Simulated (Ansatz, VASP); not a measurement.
## BN in VASP and in Ansatz

```
N B
1.0
     2.55394    0.00000    0.00000
    -1.27697    2.21178    0.00000
     0.00000    0.00000    4.22685
N B
2 2
Direct
  0.33333 0.66667 0.12528
  0.66667 0.33333 0.62528
  0.33333 0.66667 0.49972
  0.66667 0.33333 0.99972
```

Alike in both runs: functional PBEsol-based global hybrid; k mesh 6 × 6 × 3; occupations fermi-dirac, width 0.05 eV; no spin polarisation.

|  | VASP | Ansatz |
| --- | --- | --- |
| version | VASP 6.6.1 | Ansatz 0.2.0 |
| potentials or method | VASP PAW PBE potentials, release 64 (N, B) | Ansatz PAW |
| plane-wave cutoff (eV) | 520 | 420 |
| valence electrons in the cell | 16 | 16 |
| task | single point | band structure |

|  | VASP | Ansatz | Ansatz less VASP |
| --- | --- | --- | --- |
| gap on the k mesh at the Fermi level (eV) | 7.14 | 7.14 | -0.004 |
| least direct gap on the mesh (eV) | 10.60 | 10.59 | -0.009 |
| pressure (GPa) | -12.5 | -13.1 | -0.56 |
| traceless stress, the component that is largest in VASP (GPa) | -0.72 | -0.71 | +0.003 |
| rms of the force components (eV/Å) | 0.019 | 0.021 | +0.0017 |

VASP's potentials were made for PBE, not for PBEsol-based global hybrid. Atom by atom the forces differ by 0.002 eV/Å (rms over components). With one functional, cell and mesh, what is left measures potentials, basis and numerics.

The k mesh is coarse, so the values compare programs but aren't converged.
